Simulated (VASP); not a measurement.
## Ga2O3: single point with r2SCAN

Crystal: Ga2O3.

```
CELL_PARAMETERS angstrom
2.49230 1.43893 4.70470
-2.49230 1.43893 4.70470
0.00000 -2.87786 4.70470
ATOMIC_POSITIONS crystal
Ga 0.35540 0.35540 0.35540
Ga 0.14460 0.14460 0.14460
Ga 0.64460 0.64460 0.64460
Ga 0.85540 0.85540 0.85540
O 0.55363 0.94637 0.25000
O 0.25000 0.55363 0.94637
O 0.94637 0.25000 0.55363
O 0.44637 0.05363 0.75000
O 0.75000 0.44637 0.05363
O 0.05363 0.75000 0.44637
```

This cell differs from its parent crystal: strain +0.000 along x and y, +0.050 along z.

| Quantity | Value |
| --- | --- |
| Program | VASP 6.6.1 |
| Task | single point |
| Functional | r2SCAN |
| Potentials or basis | VASP PAW PBE potentials, release 64 (Ga_d, O) |
| Cutoff | 520 eV |
| k mesh | 6 × 6 × 6 |
| Occupations | gaussian, width 0.05 eV |
| Spin | no spin polarisation |

* Pressure: -7.9 GPa
* Largest force: 0.266 eV/Å
* Band gap on the k mesh: 2.96 eV (least direct gap 3.14 eV)

Forces on the atoms (eV/Å):
```
Ga   0.000  0.000 -0.266
Ga   0.000  0.000  0.266
Ga   0.000  0.000  0.266
Ga   0.000  0.000 -0.266
O   -0.008  0.000  0.000
O    0.004 -0.007  0.000
O    0.004  0.007  0.000
O    0.008  0.000  0.000
O   -0.004  0.007  0.000
O   -0.004 -0.007  0.000
```

Stress tensor (GPa, compression positive):
```
 -3.53   0.00   0.00
  0.00  -3.53   0.00
  0.00   0.00 -16.55
```

Levels at points of the mesh, in eV from the valence-band top:
```csv
k point,band 40,band 41,band 42,band 43,band 44,band 45,band 46,band 47,band 48,band 49
"(0.00, 0.00, 0.00)",-0.55,-0.19,-0.19,-0.18,-0.18,2.96,6.85,7.51,9.55,10.17
"(0.50, 0.00, 0.00)",-1.16,-0.97,-0.97,-0.24,-0.24,6.53,6.53,7.09,7.09,10.47
"(0.50, 0.50, 0.00)",-0.92,-0.83,-0.81,-0.37,-0.20,6.71,6.94,7.98,8.08,9.16
"(0.50, 0.50, 0.50)",-1.51,-0.19,-0.19,-0.19,-0.19,6.13,6.13,8.06,8.06,10.23
```

Run time: 34 min on 1 thread of Intel Xeon 8259CL, on a shared host, peak memory 0.36 GiB.

Caveat: the cell differs from its parent crystal (strain +0.000 along x and y, +0.050 along z); the stress differs along the axes, from -17 to -4 GPa; the PAW data sets were made with another functional, which shifts forces and pressure a little. A k mesh can miss the band edges.
